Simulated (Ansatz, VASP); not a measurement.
**CoH3 in VASP and in Ansatz**

```
CELL_PARAMETERS angstrom
1.74377 -1.74325 0.00000
1.74377 1.74325 0.00000
0.00000 0.00000 5.67477
ATOMIC_POSITIONS crystal
Co 0.00000 0.00000 0.50000
H 0.10789 0.89211 0.00000
H 0.89211 0.10789 0.00000
H 0.50000 0.50000 0.50000
```

Alike in both runs: functional PBE; k mesh 5 × 5 × 3; occupations gaussian, width 0.15 eV; collinear spin.

Ansatz relaxed the structure, and its values are those at the end. VASP's run is a single point on that final structure, the one shown.

|  | VASP | Ansatz |
| --- | --- | --- |
| version | VASP 6.6.1 | Ansatz 0.2.0 |
| potentials or method | VASP PAW PBE potentials, release 64 (Co, H), cutoff 520 eV | scalar-relativistic, plane waves, PAW |
| valence electrons in the cell | 12 | 20 |

VASP gave:

```
gap on the k mesh at the Fermi level (eV)                     : none
pressure (GPa)                                                : 0.2
net moment per atom (μB)                                      : 0.43
size of the moment on the site where the two differ most (μB) : 1.70
```

Problem. Which values does Ansatz return?

Solution. gap on the k mesh at the Fermi level (eV): none; pressure (GPa): 0.3; net moment per atom (μB): 0.43; size of the moment on the site where the two differ most (μB): 1.48.

Site moments also hang on the region over which each program counts them. A gap of «none» marks a metal or a gap that the smearing closes. VASP's potentials hold 12 valence electrons a cell and Ansatz's 20, so a difference there can come from the potentials and not from the codes.

The k mesh is coarse, so the values compare programs but aren't converged.
